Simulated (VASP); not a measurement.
Wanted: the native input for a VASP 6.6.1 run.

```
Task                   : single point
Functional             : PBE
Potentials or basis    : VASP PAW PBE potentials, release 64 (Zn)
Cutoff                 : 520 eV
k mesh                 : 22 × 22 × 22
Occupations            : gaussian, width 0.15 eV
Spin                   : no spin polarisation
Dipole correction      : no
Further INCAR settings : ALGO = Fast; EDIFF = 1e-06; NBANDS = 12
```

The structure of Zn lies in POSCAR:

```
Zn
1.0
   -0.7408133897      1.7368233652      1.7368233652
    1.7368233652     -0.7408133897      1.7368233652
    1.7368233652      1.7368233652     -0.7408133897
Zn
1
Direct
    0.0000000000      0.0000000000      0.0000000000
```

One way to write it, as run:

INCAR

```
SYSTEM = Zn
  PREC = Accurate
  ENCUT = 520
  EDIFF = 1E-6
  ISMEAR = 0
  SIGMA = 0.15
  LREAL = .False.
  LASPH = .True.
  NELM = 60
  ALGO = Fast
  ISIF = 2
  LWAVE = .False.
  LCHARG = .False.
  GGA = PE
  NBANDS = 12
```

KPOINTS

```
regular mesh
0
Gamma
  22 22 22
  0 0 0
```

Potentials or basis: VASP PAW PBE potentials, release 64 (Zn).

Run with:

```console
$ cat potpaw_PBE.64/Zn/POTCAR > POTCAR
$ mpirun -np 1 vasp_std > vasp.out
```

Results of the run:

```yaml
Pressure: 4.6 GPa
Band_gap_on_the_k_mesh: zero (bands 6 and 7 overlap by 7.16 eV)
```

Caveat: the cell stands under pressure.

Wall time 2.2 min on 1 thread of Intel(R) Xeon(R) Platinum 8259CL CPU @ 2.50GHz (Skylake/Cascade Lake), on a shared host, peak memory 0.29 GiB.
